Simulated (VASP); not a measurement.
Input of a VASP 6.6.1 run:

File POSCAR:

```
KF
1.0
    0.0000000000      2.6735000000      2.6735000000
    2.6735000000      0.0000000000      2.6735000000
    2.6735000000      2.6735000000      0.0000000000
K F
1 1
Direct
    0.0000000000      0.0000000000      0.0000000000
    0.4298672153      0.5701327847      0.5701327847
```

The input INCAR.step1:

```
  ALGO = Normal
  EDIFF = 1E-4
  ENCUT = 520
  GGA = PE
  ISMEAR = 0
  LASPH = True
  LCHARG = False
  LREAL = False
  LWAVE = True
  NBANDS = 15
  NELM = 100
  PREC = Accurate
  SIGMA = 0.05
```

File INCAR.step2:

```
  ALGO = Normal
  EDIFF = 1E-6
  ENCUT = 520
  ISIF = 2
  ISMEAR = 0
  ISTART = 1
  LASPH = True
  LCHARG = False
  LMIXTAU = True
  LREAL = False
  LWAVE = False
  METAGGA = R2SCAN
  NBANDS = 15
  NELM = 100
  PREC = Accurate
  SIGMA = 0.05
```

Contents of KPOINTS:

```
k-points
0
Gamma
  8 8 8
```

Potentials or basis: VASP PAW PBE potentials, release 64 (K_sv, F).

The run is started by

```console
$ cat potpaw_PBE.64/K_sv/POTCAR potpaw_PBE.64/F/POTCAR > POTCAR
$ cp INCAR.step1 INCAR
$ mpirun -np 1 vasp_std > vasp.out
$ cp INCAR.step2 INCAR
$ mpirun -np 1 vasp_std > vasp.out
```

(1) What does it give for the band gap on the k mesh?

(2) Predict the largest force.

(3) Predict the pressure.

Results:

(1) 6.79 eV (least direct gap 6.81 eV).

(2) 1.103 eV/Å.

(3) 2.0 GPa.

Caveat: the cell differs from its parent crystal (all F atoms moved +0.375 Å, as atom 2 along Cartesian [1 0 0]); the PAW data sets were made with another functional, which shifts forces and pressure a little.
